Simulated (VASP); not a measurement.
Wanted: the native input for a VASP 6.6.1 run.

```yaml
Task: single point
Functional: PBE
Potentials_or_basis: VASP PAW PBE potentials, release 64 (Y_sv, As)
Cutoff: 520 eV
k_mesh: 4 × 4 × 4
Occupations: gaussian, width 0.1 eV
Spin: no spin polarisation
Dipole_correction: no
Further_INCAR_settings: ALGO = Normal; EDIFF = 1e-06; NBANDS = 30
```

The structure of YAs2 lies in POSCAR:

```
YAs2
1.0
    6.8783409869      0.0000000000      0.0000000000
    0.0000000000      6.8783409869      0.0000000000
    0.0000000000      0.0000000000      3.9814379911
Y As
2 4
Direct
    0.0000000000      0.0000000000      0.0000000000
    0.5000000000      0.5000000000      0.5000000000
    0.2875872998      0.2875872998      0.0000000000
    0.2124127002      0.7875872998      0.5000000000
    0.7124127002      0.7124127002      0.0000000000
    0.7875872998      0.2124127002      0.5000000000
```

These files were run (other wordings do the same):

INCAR

```
  PREC = Accurate
  ENCUT = 520
  EDIFF = 1E-6
  ISMEAR = 0
  SIGMA = 0.1
  LREAL = F
  LASPH = T
  NELM = 100
  ALGO = Normal
  ISIF = 2
  LWAVE = F
  LCHARG = F
  GGA = PE
  NBANDS = 30
```

KPOINTS

```
Automatic mesh
0
Gamma
  4 4 4
```

Potentials or basis: VASP PAW PBE potentials, release 64 (Y_sv, As).

Command:

```console
$ cat potpaw_PBE.64/Y_sv/POTCAR potpaw_PBE.64/As/POTCAR > POTCAR
$ mpirun -np 1 vasp_std > vasp.out
```

It gave:

```
Pressure               : 0.0 GPa
Band gap on the k mesh : zero (band 21 reaches 2.70 eV, above the bottom of band 22 at 0.79 eV)
```

Caveat: the k points lie up to 0.39 Å⁻¹ apart.

It took 67 s on 1 thread of Intel(R) Xeon(R) 6975P-C (Granite Rapids) (shared host), peak memory 0.33 GiB.
